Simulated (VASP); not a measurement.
Ga, 2 atoms in the cell. The structure is cubic, space group Fd-3m (No. 227). Conventional cell: a = 5.959 Å, b = 5.959 Å, c = 5.959 Å, α = 90.00°, β = 90.00°, γ = 90.00°. Within 3.4 Å of Ga (site symmetry -43m) lie 4 Ga at 2.58 Å. This isn't the form of Ga at room conditions, which is orthorhombic.

| Property | Result |
| --- | --- |
| Program | VASP 6.6.1 |
| Task | relaxation of cell and atoms |
| Functional | PBE |
| Potentials or basis | VASP PAW PBE potentials, release 64 (Ga_d) |
| Cutoff | 600 eV |
| k mesh | 9 × 9 × 9 |
| Occupations | fermi-dirac, width 0.1 eV |
| Spin | no spin polarisation |
| Dipole correction | no |
| Further INCAR settings | ALGO = Normal; EDIFF = 1e-07; IBRION = 2; EDIFFG = -0.01; NSW = 80; ISIF = 3 |

Potentials or basis: VASP PAW PBE potentials, release 64 (Ga_d).

Launch:

```console
$ cat potpaw_PBE.64/Ga_d/POTCAR > POTCAR
$ mpirun -np 1 vasp_std > vasp.out
```

Hardware: 1 thread of Intel(R) Xeon(R) 6975P-C (Granite Rapids), with other jobs on the host.

How long does it take, and how much memory?

Wall time 40 s on 1 thread of Intel(R) Xeon(R) 6975P-C (Granite Rapids), with other jobs on the host, peak memory 0.22 GiB. Counts: scf iterations 28, k points 35, ion steps 3.
